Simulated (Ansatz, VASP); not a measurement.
## One calculation of InGa3P4, two programs

```
Ga P In
1.0
     5.67591    0.00000    0.00000
     0.00000    5.67591    0.00000
     0.00000    0.00000    5.67591
Ga P In
3 4 1
Direct
  0.50000 0.00000 0.00000
  0.00000 0.50000 0.00000
  0.00000 0.00000 0.50000
  0.76000 0.24000 0.24000
  0.24000 0.76000 0.24000
  0.24000 0.24000 0.76000
  0.76000 0.76000 0.76000
  0.50000 0.50000 0.50000
```

Alike in both runs: task single point; functional PBE; k mesh 4 × 4 × 4; no spin polarisation.

|  | VASP | Ansatz |
| --- | --- | --- |
| version | VASP 6.6.1 | Ansatz 0.2.0 |
| potentials or method | VASP PAW PBE potentials, release 64 (Ga_d, P, In_d) | plane waves, PAW |
| plane-wave cutoff (eV) | 520 | 420 |
| occupations | gaussian, width 0.01 eV | fixed |
| valence electrons in the cell | 72 | 72 |

Ansatz gave:

* gap on the k mesh at the Fermi level (eV): 0.87
* pressure (GPa): -2.0
* rms of the force components (eV/Å): 0.011

Q: Which values does VASP return?

A: gap on the k mesh at the Fermi level (eV): 0.86; pressure (GPa): -2.0; rms of the force components (eV/Å): 0.013.
